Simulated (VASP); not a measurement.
# Cl (Im-3m) in VASP: a series of runs

Runs on Cl. Level: PBEsol. Tasks: single point.

Everything below comes from runs of VASP 6.6.1. Logs are shortened: lines on timing, memory, paths and dates and some standing lists are left out, and cuts for length are marked.

## 1. The cell of the first run

The structure is cubic, space group Im-3m (No. 229). Conventional cell: a = 2.819 Å, b = 2.819 Å, c = 2.819 Å, α = 90.00°, β = 90.00°, γ = 90.00°. Cl (site symmetry m-3m) has 14 Cl at 2.44 to 2.82 Å within 3.2 Å.

## 2. Single point, PBEsol (volume scaled by 0.58)

Contents of INCAR:

```
SYSTEM = Cl
PREC = Accurate
ENCUT = 520
EDIFF = 1E-6
ISMEAR = -1
SIGMA = 0.08
LREAL = .FALSE.
LASPH = .TRUE.
NELM = 80
ALGO = Normal
ISIF = 2
LWAVE = .FALSE.
LCHARG = .TRUE.
GGA = PS
LELF = .TRUE.
LVHAR = .TRUE.
NBANDS = 10
```

Contents of KPOINTS:

```
regular mesh
0
G
  15 15 15
  0 0 0
```

Contents of POSCAR:

```
Cl
1.0
   -1.4093216918      1.4093216918      1.4093216918
    1.4093216918     -1.4093216918      1.4093216918
    1.4093216918      1.4093216918     -1.4093216918
Cl
1
Direct
    0.0000000000      0.0000000000      0.0000000000
```

Potentials or basis: VASP PAW PBE potentials, release 64 (Cl).

On the command line:

```console
> cat potpaw_PBE.64/Cl/POTCAR > POTCAR
> mpirun -np 1 vasp_std > vasp.out
```

OUTCAR:

```text
SYSTEM = Cl
   PREC = Accurate
   ENCUT = 520
   EDIFF = 1E-6
   ISMEAR = -1
   LREAL = .FALSE.
   LASPH = .TRUE.
   NELM = 80
   ISIF = 2
   GGA = PS

 ion  position               nearest neighbor table
   1  0.000  0.000  0.000-

  LATTYP: Found a body centered cubic cell.
 ALAT       =     2.8186433836

  Lattice vectors:

 A1 = (  -1.4093216918,   1.4093216918,   1.4093216918)
 A2 = (   1.4093216918,  -1.4093216918,   1.4093216918)
 A3 = (   1.4093216918,   1.4093216918,  -1.4093216918)

Analysis of symmetry for initial positions (statically):
=====================================================================
 Subroutine PRICEL returns:
 Original cell was already a primitive cell.

 Routine SETGRP: Setting up the symmetry group for a
 body centered cubic supercell.

 Subroutine GETGRP returns: Found 48 space group operations
 (whereof 48 operations were pure point group operations)
 out of a pool of 48 trial point group operations.

The static configuration has the point symmetry O_h .

Analysis of symmetry for dynamics (positions and initial velocities):
=====================================================================
 Subroutine PRICEL returns:
 Original cell was already a primitive cell.

 Routine SETGRP: Setting up the symmetry group for a
 body centered cubic supercell.

 Subroutine GETGRP returns: Found 48 space group operations
 (whereof 48 operations were pure point group operations)
 out of a pool of 48 trial point group operations.

The dynamic configuration has the point symmetry O_h .

 Subroutine INISYM returns: Found 48 space group operations
 (whereof 48 operations are pure point group operations),
 and found     1 'primitive' translations

----------------------------------------------------------------------------------------

                                     Primitive cell

  volume of cell :      11.1967

  direct lattice vectors                    reciprocal lattice vectors
    -1.409321692  1.409321692  1.409321692     0.000000000  0.354780603  0.354780603
     1.409321692 -1.409321692  1.409321692     0.354780603  0.000000000  0.354780603
     1.409321692  1.409321692 -1.409321692     0.354780603  0.354780603  0.000000000

  length of vectors
     2.441016774  2.441016774  2.441016774     0.501735541  0.501735541  0.501735541

  position of ions in fractional coordinates (direct lattice)
     0.000000000  0.000000000  0.000000000

  ion indices of the primitive-cell ions
   primitive index   ion index
[... 72 lines left out ...]
   NELM   =     80;   NELMIN=  2; NELMDL= -5     # of ELM steps
   EDIFF  = 0.1E-05   stopping-criterion for ELM
   LREAL  =      F    real-space projection
   EDIFFG = 0.1E-04   stopping-criterion for IOM
   NSW    =      0    number of steps for IOM
   IBRION =     -1    ionic relax: 0-MD 1-quasi-New 2-CG
   NFREE  =      0    steps in history (QN), initial steepest desc. (CG)
   ISIF   =      2    stress and relaxation
   ISYM   =      2    0-nonsym 1-usesym 2-fastsym
   POTIM  = 0.5000    time-step for ionic-motion
   TEBEG  =    0.0;   TEEND  =   0.0 temperature during run
   PSTRESS=    0.0 pullay stress
   NELECT =       7.0000    total number of electrons
   NUPDOWN=      -1.0000    fix difference up-down
   EMIN   =  10.00;   EMAX   =-10.00  energy-range for DOS
   EFERMI =   0.00;   METHOD = LEGACY
   ISMEAR =    -1;   SIGMA  =   0.08  broadening in eV -4-tet -1-fermi 0-gaus
   EFERMI_NEDOS =   21; number of points for ismear=-14 and -15
   IALGO  =     38    algorithm
   IMIX   =      4    mixing-type and parameters
     AMIX     =   0.40;   BMIX     =  1.00
     AMIX_MAG =   1.60;   BMIX_MAG =  1.00
  volume/ion in A,a.u.               =      11.20        75.56
  Fermi-wavevector in a.u.,A,eV,Ry     =   1.399837  2.645308 26.661198  1.959543
  Thomas-Fermi vector in A             =   2.522857
   LORBIT       =      0    0 simple, 1 ext, 2 COOP (PROOUT), +10 PAW based schemes
   GGA     = PS    functional components
   LHFCALC =     F    Hartree Fock is set to
   AEXX    =    0.0000 exact exchange contribution
   IVDW    =     0    specifies the selected vdW correction
   LEPSILON=     F    determine dielectric tensor
   LRPA    =     F    only Hartree local field effects (RPA)
 non-spin polarized calculation
  energy-cutoff  :      520.00
  volume of cell :       11.20
 maximum number of plane-waves:       321
   NGX =  9   NGY =  9   NGZ =  9

 number of electron       7.0000000 magnetization

 Free energy of the ion-electron system (eV)
  ---------------------------------------------------
  ext. energy  EPLUGINS =         0.00000000
  ---------------------------------------------------
  free energy    TOTEN  =         0.11313369 eV

  energy without entropy =        0.12644023  energy(sigma->0) =        0.11978696

 E-fermi :  12.1664     XC(G=0): -13.0763

 val. band max:       12.1246452157   @ k =  -0.2000   0.2000   0.1333
 cond. band min:      12.1890862886   @ k =   0.2667   0.2000  -0.0000
 fundamental gap:      0.0644410730
 Fermi energy:        12.1664103413

 k-point     1 :       0.0000    0.0000    0.0000
  band No.  band energies     occupation
      1     -10.2838      2.00000
      2      14.4017      0.00000
      3      14.4017      0.00000
      4      14.4017      0.00000
      5      25.5733      0.00000
      6      25.5733      0.00000
      7      25.5733      0.00000
      8      29.5885      0.00000
      9      30.2253      0.00000
     10      30.2253      0.00000
[... 287 lines left out ...]
 k-point    24 :       0.4000    0.2000    0.0000
  band No.  band energies     occupation
      1      -3.7614      2.00000
      2       1.9259      2.00000
      3       6.7362      2.00000
      4      11.8964      1.93384
      5      21.6489      0.00000
      6      24.8855      0.00000
      7      29.9512      0.00000
      8      31.5555      0.00000
      9      37.2562      0.00000
     10      41.4674      0.00000

 [... further k-points ...]
[... 5 lines left out ...]
  --------------------------------------------------------------------------------------
  -------------------------------------------------------------------------------------
  Total        6.2387407      6.2387407      6.2387407      0.0000000      0.0000000     -0.0000000
  in kB      892.7238130    892.7238130    892.7238130      0.0000000      0.0000000     -0.0000000
  external PRESSURE =     892.7238130 kB  Pullay stress =       0.0000000 kB

 VOLUME and BASIS-vectors are now :
 -----------------------------------------------------------------------------
  energy-cutoff  :      520.00
  volume of cell :       11.20
      direct lattice vectors                 reciprocal lattice vectors
    -1.409321692  1.409321692  1.409321692     0.000000000  0.354780603  0.354780603
     1.409321692 -1.409321692  1.409321692     0.354780603  0.000000000  0.354780603
     1.409321692  1.409321692 -1.409321692     0.354780603  0.354780603  0.000000000

 POSITION                                       TOTAL-FORCE (eV/Angst)
 -----------------------------------------------------------------------------------
      0.00000      0.00000      0.00000        -0.000000     -0.000000      0.000000
 -----------------------------------------------------------------------------------
    total drift:                               -0.000000      0.000000     -0.000000

  FREE ENERGIE OF THE ION-ELECTRON SYSTEM (eV)
  ---------------------------------------------------
  free  energy   TOTEN  =         0.1131336886 eV

  energy  without entropy=        0.1264402290  energy(sigma->0) =        0.11978696
```

OSZICAR:

```text
N       E                     dE             d eps       ncg     rms          rms(c)
DAV:   1     0.151348765492E+02    0.15135E+02   -0.34816E+03  2528   0.572E+02
DAV:   2     0.414018568977E+00   -0.14721E+02   -0.14139E+02  3280   0.105E+02
DAV:   3     0.107460859412E+00   -0.30656E+00   -0.30146E+00  2868   0.118E+01
DAV:   4     0.106885969859E+00   -0.57489E-03   -0.57482E-03  2798   0.634E-01
DAV:   5     0.106884953871E+00   -0.10160E-05   -0.10160E-05  2898   0.259E-02    0.196E+01
DAV:   6     0.112028149510E+00    0.51432E-02   -0.57439E-03  2706   0.453E-01    0.116E+01
DAV:   7     0.112990024660E+00    0.96188E-03   -0.75164E-03  2678   0.530E-01    0.216E-01
DAV:   8     0.113132957564E+00    0.14293E-03   -0.37228E-04  2636   0.121E-01    0.255E-02
DAV:   9     0.113133688590E+00    0.73103E-06   -0.73564E-06  2850   0.206E-02
   1 F= 0.11313369E+00 E0= 0.11978696E+00  d E =-.133065E-01
```

stdout:

```text
POSCAR found type information on POSCAR Cl
 POSCAR found :  1 types and       1 ions
 scaLAPACK will be used
 -----------------------------------------------------------------------------
|                                                                             |
|                                                                             |
|     You enforced a specific xc type in the INCAR file but a different       |
|     I HOPE YOU KNOW WHAT YOU ARE DOING!                                     |
|                                                                             |
 -----------------------------------------------------------------------------

 LDA part: xc-table for (Slater+PW92), standard interpolation
 POSCAR, INCAR and KPOINTS ok, starting setup
 FFT: planning ... GRIDC
 FFT: planning ... GRID_SOFT
 FFT: planning ... GRID
 WAVECAR not read
 entering main loop
```

Run time: 12 s. Hardware: 1 thread of AMD EPYC 7R13, shared host; peak memory 0.09 GiB.

What came out:

* Free energy: 0.1131 eV
* Pressure: 89.3 GPa

Caveat: the PAW data sets were made with another functional, which shifts forces and pressure a little; an odd number of electrons without spin polarisation forces a metal; a magnetic or distorted state may lie lower.

## 3. Single point, PBEsol (volume scaled by 0.68)

Contents of INCAR:

```
ALGO = Normal ; EDIFF = 1E-6
ENCUT = 520 ; GGA = PS
ISIF = 2 ; ISMEAR = -1
LASPH = T ; LCHARG = T
LELF = T ; LREAL = F
LVHAR = T ; LWAVE = F
NBANDS = 10 ; NELM = 80
PREC = Accurate ; SIGMA = 0.08
```

Contents of KPOINTS:

```
k-points
0
Gamma
  15 15 15
```

Contents of POSCAR:

```
Cl
1.0
   -1.4860626177      1.4860626177      1.4860626177
    1.4860626177     -1.4860626177      1.4860626177
    1.4860626177      1.4860626177     -1.4860626177
Cl
1
Direct
    0.0000000000      0.0000000000      0.0000000000
```

Potentials or basis: VASP PAW PBE potentials, release 64 (Cl).

On the command line:

```console
> cat potpaw_PBE.64/Cl/POTCAR > POTCAR
> mpirun -np 1 vasp_std > vasp.out
```

Run time: 15 s. Hardware: 1 thread of AMD EPYC 7R13, shared host; peak memory 0.1 GiB.

Results (log left out):

| Quantity | Value |
| --- | --- |
| Free energy | -0.6619 eV |
| Pressure | 44.2 GPa |

Levels at points of the mesh, in eV from the Fermi level:
| k point | band 2 | band 3 | band 4 | band 5 | band 6 | band 7 |
| --- | --- | --- | --- | --- | --- | --- |
| (0.00, 0.00, 0.00) | 1.65 | 1.65 | 1.65 | 13.67 | 13.67 | 13.67 |

Caveat: the PAW data sets were made with another functional, which shifts forces and pressure a little; an odd number of electrons without spin polarisation forces a metal; a magnetic or distorted state may lie lower.

[end of part 1 of 2]
